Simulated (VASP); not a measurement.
# Si2C (Cmcm) in VASP: notebook

Runs on Si2C. Level: PBE. Tasks: single point.

Everything below comes from runs of VASP 6.6.1. Logs are shortened: lines on timing, memory, paths and dates and some standing lists are left out, and cuts for length are marked.

### 1 The cell of the first run

It takes space group Cmcm (No. 63, orthorhombic). Conventional cell: a = 2.921 Å, b = 9.608 Å, c = 4.755 Å, α = 90.00°, β = 90.00°, γ = 90.00°. Within 2.7 Å of Si (site symmetry m2m) lie 2 C at 2.02 Å and 5 Si at 2.45 to 2.68 Å. Within 2.7 Å of Si (site symmetry m2m) lie 4 C at 1.95 to 2.38 Å and 3 Si at 2.58 to 2.68 Å. C (site symmetry m2m) has 6 Si at 1.95 to 2.38 Å within 2.6 Å.

### 2 Single point, PBE, collinear spin

INCAR

```
SYSTEM = Si2C
PREC = Accurate
ENCUT = 520
EDIFF = 1E-6
ISMEAR = 0
SIGMA = 0.1
LREAL = .FALSE.
LASPH = .TRUE.
NELM = 150
ALGO = Normal
ISIF = 2
LWAVE = .FALSE.
LCHARG = .FALSE.
ISPIN = 2
MAGMOM = 0 0 0 0 1 1
LORBIT = 11
GGA = PE
NBANDS = 25
```

KPOINTS

```
Automatic mesh
0
G
  6 6 4
  0 0 0
```

POSCAR

```
Si2C
1.0
    1.4603144553     -4.8041653456      0.0000000000
    1.4603144553      4.8041653456      0.0000000000
    0.0000000000      0.0000000000      4.7546107035
Si C
4 2
Direct
    0.9682809756      0.0317190244      0.2500000000
    0.6892809550      0.3107190450      0.2500000000
    0.3107190450      0.6892809550      0.7500000000
    0.0317190244      0.9682809756      0.7500000000
    0.3232940604      0.6767059396      0.2500000000
    0.6767059396      0.3232940604      0.7500000000
```

Potentials or basis: VASP PAW PBE potentials, release 64 (Si, C).

Launch:

```
$ cat potpaw_PBE.64/Si/POTCAR potpaw_PBE.64/C/POTCAR > POTCAR
$ mpirun -np 1 vasp_std > vasp.out
```

OUTCAR:

```text
SYSTEM = Si2C
   PREC = Accurate
   ENCUT = 520
   EDIFF = 1E-6
   ISMEAR = 0
   LREAL = .FALSE.
   LASPH = .TRUE.
   NELM = 150
   ISIF = 2
   ISPIN = 2
   LORBIT = 11
   GGA = PE

 ion  position               nearest neighbor table
   1  0.968  0.032  0.250-   5 2.02   5 2.02   4 2.45   4 2.45   2 2.58   2 2.58   2 2.68
   2  0.689  0.311  0.250-   5 1.95   5 1.95   6 2.38   6 2.38   1 2.58   1 2.58   1 2.68   3 3.02
                             3 3.02   3 3.02   3 3.02
   3  0.311  0.689  0.750-   6 1.95   6 1.95   5 2.38   5 2.38   4 2.58   4 2.58   4 2.68   2 3.02
                             2 3.02   2 3.02   2 3.02
   4  0.032  0.968  0.750-   6 2.02   6 2.02   1 2.45   1 2.45   3 2.58   3 2.58   3 2.68
   5  0.323  0.677  0.250-   2 1.95   2 1.95   1 2.02   1 2.02   3 2.38   3 2.38
   6  0.677  0.323  0.750-   3 1.95   3 1.95   4 2.02   4 2.02   2 2.38   2 2.38

  LATTYP: Found a base centered orthorhombic cell.
 ALAT       =     2.9206289106
 B/A-ratio  =     3.2898156477
 C/A-ratio  =     1.6279407104

  Lattice vectors:

 A1 = (   1.4603144553,  -4.8041653456,   0.0000000000)
 A2 = (   1.4603144553,   4.8041653456,   0.0000000000)
 A3 = (   0.0000000000,   0.0000000000,   4.7546107035)

Analysis of symmetry for initial positions (statically):
=====================================================================
 Subroutine PRICEL returns:
 Original cell was already a primitive cell.

 Routine SETGRP: Setting up the symmetry group for a
 base centered orthorhombic supercell.

 Subroutine GETGRP returns: Found  8 space group operations
 (whereof  4 operations were pure point group operations)
 out of a pool of  8 trial point group operations.

The static configuration has the point symmetry C_2h.
 The point group associated with its full space group is D_2h.

Analysis of symmetry for dynamics (positions and initial velocities):
=====================================================================
 Subroutine PRICEL returns:
 Original cell was already a primitive cell.

 Routine SETGRP: Setting up the symmetry group for a
 base centered orthorhombic supercell.

 Subroutine GETGRP returns: Found  8 space group operations
 (whereof  4 operations were pure point group operations)
 out of a pool of  8 trial point group operations.

The dynamic configuration has the point symmetry C_2h.
 The point group associated with its full space group is D_2h.

Analysis of structural, dynamic, and magnetic symmetry:
=====================================================================
 Subroutine PRICEL returns:
 Original cell was already a primitive cell.

 Routine SETGRP: Setting up the symmetry group for a
 base centered orthorhombic supercell.

 Subroutine GETGRP returns: Found  8 space group operations
 (whereof  4 operations were pure point group operations)
 out of a pool of  8 trial point group operations.

The overall configuration has the point symmetry C_2h.
 The point group associated with its full space group is D_2h.

 Subroutine INISYM returns: Found  8 space group operations
 (whereof  4 operations are pure point group operations),
 and found     1 'primitive' translations

----------------------------------------------------------------------------------------

                                     Primitive cell

  volume of cell :      66.7128

  direct lattice vectors                    reciprocal lattice vectors
     1.460314455 -4.804165346  0.000000000     0.342392009 -0.104076351  0.000000000
     1.460314455  4.804165346  0.000000000     0.342392009  0.104076351  0.000000000
     0.000000000  0.000000000  4.754610704     0.000000000  0.000000000  0.210322161

  length of vectors
     5.021207323  5.021207323  4.754610704     0.357860552  0.357860552  0.210322161

  position of ions in fractional coordinates (direct lattice)
     0.968280976  0.031719024  0.250000000
     0.689280955  0.310719045  0.250000000
     0.310719045  0.689280955  0.750000000
     0.031719024  0.968280976  0.750000000
     0.323294060  0.676705940  0.250000000
     0.676705940  0.323294060  0.750000000

  ion indices of the primitive-cell ions
   primitive index   ion index
                 1           1
                 2           2
                 3           3
[... 58 lines left out ...]
   number of dos      NEDOS =    301   number of ions     NIONS =      6
   total plane-waves  NPLWV =  57600
   dimension x,y,z NGX =    40 NGY =   40 NGZ =   36
   dimension x,y,z NGXF=    80 NGYF=   80 NGZF=   72
   ions per type =               4   2
   NGX,Y,Z   is equivalent  to a cutoff of  13.24, 13.24, 12.59 a.u.
   NGXF,Y,Z  is equivalent  to a cutoff of  26.49, 26.49, 25.17 a.u.
 SYSTEM =  Si2C
   PREC   = accura    normal or accurate (medium, high low for compatibility)
   ISTART =      0    job   : 0-new  1-cont  2-samecut
   ICHARG =      2    charge: 1-file 2-atom 10-const
   ISPIN  =      2    spin polarized calculation?
   LNONCOLLINEAR =      F non collinear calculations
   LSORBIT =      F    spin-orbit coupling
   LASPH  =      T    aspherical Exc in radial PAW
   ENCUT  =  520.0 eV  38.22 Ry    6.18 a.u.   9.34  9.34  8.84*2*pi/ulx,y,z
   NELM   =    150;   NELMIN=  2; NELMDL= -5     # of ELM steps
   EDIFF  = 0.1E-05   stopping-criterion for ELM
   LREAL  =      F    real-space projection
   EDIFFG = 0.1E-04   stopping-criterion for IOM
   NSW    =      0    number of steps for IOM
   IBRION =     -1    ionic relax: 0-MD 1-quasi-New 2-CG
   NFREE  =      0    steps in history (QN), initial steepest desc. (CG)
   ISIF   =      2    stress and relaxation
   ISYM   =      2    0-nonsym 1-usesym 2-fastsym
   POTIM  = 0.5000    time-step for ionic-motion
   TEBEG  =    0.0;   TEEND  =   0.0 temperature during run
   PSTRESS=    0.0 pullay stress
   NELECT =      24.0000    total number of electrons
   NUPDOWN=      -1.0000    fix difference up-down
   EMIN   =  10.00;   EMAX   =-10.00  energy-range for DOS
   EFERMI =   0.00;   METHOD = LEGACY
   ISMEAR =     0;   SIGMA  =   0.10  broadening in eV -4-tet -1-fermi 0-gaus
   EFERMI_NEDOS =   21; number of points for ismear=-14 and -15
   IALGO  =     38    algorithm
   IMIX   =      4    mixing-type and parameters
     AMIX     =   0.40;   BMIX     =  1.00
     AMIX_MAG =   1.60;   BMIX_MAG =  1.00
  volume/ion in A,a.u.               =      11.12        75.03
  Fermi-wavevector in a.u.,A,eV,Ry     =   1.164328  2.200262 18.444882  1.355661
  Thomas-Fermi vector in A             =   2.300868
   LORBIT       =     11    0 simple, 1 ext, 2 COOP (PROOUT), +10 PAW based schemes
   GGA     = PE    functional components
   LHFCALC =     F    Hartree Fock is set to
   AEXX    =    0.0000 exact exchange contribution
   IVDW    =     0    specifies the selected vdW correction
   LEPSILON=     F    determine dielectric tensor
   LRPA    =     F    only Hartree local field effects (RPA)
 spin polarized calculation
 Gauss-broadening in eV      SIGMA  =   0.10
  energy-cutoff  :      520.00
  volume of cell :       66.71
 maximum number of plane-waves:      1812
 NGX is ok and might be reduce to    40
   NGX = 19   NGY = 19   NGZ = 17

 number of electron      24.0000000 magnetization       0.0005088

 number of electron      24.0000000 magnetization      -0.0001557

 Free energy of the ion-electron system (eV)
  ---------------------------------------------------
  ext. energy  EPLUGINS =         0.00000000
  ---------------------------------------------------
  free energy    TOTEN  =       -36.54947925 eV

  energy without entropy =      -36.54238603  energy(sigma->0) =      -36.54593264

 E-fermi :  10.5936     XC(G=0): -11.6513

 val. band max:       10.5250855145   @ k =   0.5000   0.3333   0.2500
 cond. band min:      10.6104478815   @ k =  -0.3333   0.3333   0.0000
 fundamental gap:      0.0853623670
 Fermi energy:        10.5936165136

 spin component 1

 k-point     1 :       0.0000    0.0000    0.0000
  band No.  band energies     occupation
      1      -6.2338      1.00000
      2      -2.8012      1.00000
      3       0.3131      1.00000
      4       1.5496      1.00000
      5       1.8083      1.00000
      6       4.4438      1.00000
[... 637 lines left out ...]
     23      19.4886      0.00000
     24      20.0868      0.00000

 [... further k-points ...]

 spin component 2

 k-point     1 :       0.0000    0.0000    0.0000
  band No.  band energies     occupation
      1      -6.2338      1.00000
      2      -2.8012      1.00000
      3       0.3131      1.00000
      4       1.5495      1.00000
      5       1.8083      1.00000
      6       4.4437      1.00000
[... 637 lines left out ...]
     23      19.4885      0.00000
     24      20.0867      0.00000

 [... further k-points ...]

 [bands above 24 left out]

------------------------ aborting loop because EDIFF is reached ----------------------------------------

  FORCE on cell =-STRESS in cart. coord.  units (eV):
  Direction    XX          YY          ZZ          XY          YZ          ZX
  --------------------------------------------------------------------------------------
  -------------------------------------------------------------------------------------
  Total        0.1253437     -0.0665359      0.0968839      0.0000000      0.0000000      0.0000000
  in kB        3.0102589     -1.5979277      2.3267663      0.0000000      0.0000000      0.0000000
  external PRESSURE =       1.2463659 kB  Pullay stress =       0.0000000 kB

 VOLUME and BASIS-vectors are now :
 -----------------------------------------------------------------------------
  energy-cutoff  :      520.00
  volume of cell :       66.71
      direct lattice vectors                 reciprocal lattice vectors
     1.460314455 -4.804165346  0.000000000     0.342392009 -0.104076351  0.000000000
     1.460314455  4.804165346  0.000000000     0.342392009  0.104076351  0.000000000
     0.000000000  0.000000000  4.754610704     0.000000000  0.000000000  0.210322161

 POSITION                                       TOTAL-FORCE (eV/Angst)
 -----------------------------------------------------------------------------------
      1.46031     -4.49940      1.18865         0.000000      0.007744      0.000000
      1.46031     -1.81867      1.18865         0.000000     -0.008884      0.000000
      1.46031      1.81867      3.56596         0.000000      0.008884      0.000000
      1.46031      4.49940      3.56596         0.000000     -0.007744      0.000000
      1.46031      1.69785      1.18865         0.000000     -0.006214      0.000000
      1.46031     -1.69785      3.56596         0.000000      0.006214     -0.000000
 -----------------------------------------------------------------------------------
    total drift:                               -0.000000     -0.000000     -0.000000

  FREE ENERGIE OF THE ION-ELECTRON SYSTEM (eV)
  ---------------------------------------------------
  free  energy   TOTEN  =       -36.5494792509 eV

  energy  without entropy=      -36.5423860341  energy(sigma->0) =      -36.54593264

 total charge

# of ion       s       p       d       tot
------------------------------------------
    1        0.743   0.839   0.000   1.581
    2        0.783   0.769   0.000   1.552
    3        0.783   0.769   0.000   1.552
    4        0.743   0.839   0.000   1.581
    5        0.858   1.580   0.000   2.438
    6        0.858   1.580   0.000   2.438
--------------------------------------------------
tot          4.768   6.374   0.000  11.142

 magnetization (x)

# of ion       s       p       d       tot
------------------------------------------
    1        0.000  -0.000   0.000  -0.000
    2       -0.000  -0.000   0.000  -0.000
    3       -0.000  -0.000   0.000  -0.000
    4        0.000  -0.000   0.000  -0.000
    5       -0.000  -0.000   0.000  -0.000
    6       -0.000  -0.000   0.000  -0.000
--------------------------------------------------
tot         -0.000  -0.000   0.000  -0.000
```

It took 2.3 min on 1 thread of Intel Xeon Platinum 8375C at 2.90GHz (Ice Lake), shared host; peak memory 0.31 GiB.

What came out:

| Property | Result |
| --- | --- |
| Free energy | -36.5495 eV |
| Pressure | 0.1 GPa |
| Largest force | 0.009 eV/Å |
| Band gap on the k mesh | zero (filled and empty bands overlap) |
| Net moment | 0.00 μB per cell |
| Valence electrons inside the program's atomic spheres | Si 1.58, 1.55 (each value once); C 2.44 |

Forces in eV/Å, atoms in the order of the input:
```
Si   0.000  0.008  0.000
Si   0.000 -0.009  0.000
Si   0.000  0.009  0.000
Si   0.000 -0.008  0.000
C    0.000 -0.006  0.000
C    0.000  0.006  0.000
```

Caveat: the k points lie up to 0.37 Å⁻¹ apart, too coarse for converged energies and pressures of a metal.

(Continued in part 2 of 2.)
